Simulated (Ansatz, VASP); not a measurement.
## BiMo in VASP and in Ansatz

INCAR

```
PREC = Accurate
ENCUT = 520
EDIFF = 1E-8
ISMEAR = -1
SIGMA = 0.05
LREAL = False
LASPH = True
NELM = 150
ALGO = Normal
ISIF = 2
LWAVE = False
LCHARG = False
MAGMOM = 0 0 0 0 0 0
LORBIT = 11
LSORBIT = True
GGA_COMPAT = False
LORBMOM = True
LMAXMIX = 4
GGA = PE
LEFG = True
NBANDS = 41
```

The input KPOINTS:

```
Automatic mesh
0
Gamma
  12 12 12
```

File POSCAR:

```
BiMo
1.0
    0.0000000000      2.8444813037      2.8444813037
    2.8444813037      0.0000000000      2.8444813037
    2.8444813037      2.8444813037      0.0000000000
Mo Bi
1 1
Direct
    0.0000000000      0.0000000000      0.0000000000
    0.5000000000      0.5000000000      0.5000000000
```

Input for Ansatz:

```yaml
crystal:
  lattice:
    - [0.0, 2.8444813037, 2.8444813037]
    - [2.8444813037, 0.0, 2.8444813037]
    - [2.8444813037, 2.8444813037, 0.0]
  atoms:
    - { symbol: Mo, position: [0.0, 0.0, 0.0] }
    - { symbol: Bi, position: [0.5, 0.5, 0.5] }
kpoints:
  mp_grid: { grid: [12, 12, 12] }
  band_path:
    path:
      - [0.0, 0.0, 0.0]
      - [0.5, 0.0, 0.5]
      - [0.625, 0.25, 0.625]
      - [0.375, 0.375, 0.75]
      - [0.0, 0.0, 0.0]
      - [0.5, 0.5, 0.5]
      - [0.5, 0.25, 0.75]
      - [0.5, 0.0, 0.5]
    npoints: 5
scf:
  occupations: { method: fermi_dirac, width: 0.05 }
hamiltonian:
  xc: pbe
  pseudopotentials: { kind: paw_fr }
output:
  forces: true
  stress: true
  eigenvalues: true
  efg: { contact_densities: true }
magnetization:
  noncollinear: true
  spin_orbit: true
```

Alike in both runs: task electric field gradients; functional PBE; k mesh 12 × 12 × 12; occupations fermi-dirac, width 0.05 eV; non-collinear spin, spin-orbit coupling.

|  | VASP | Ansatz |
| --- | --- | --- |
| version | VASP 6.6.1 | Ansatz 0.2.0 |
| potentials or method | VASP PAW PBE potentials, release 64 (Mo_sv, Bi_d) | PAW with Ansatz's default frozen-core files, fully relativistic files with spin-orbit coupling |
| plane-wave cutoff (eV) | 520 | 420 |
| valence electrons in the cell | 29 | 29 |

VASP gave:

- pressure (GPa): 0.2

Estimate Ansatz's values.

pressure (GPa): 0.0.
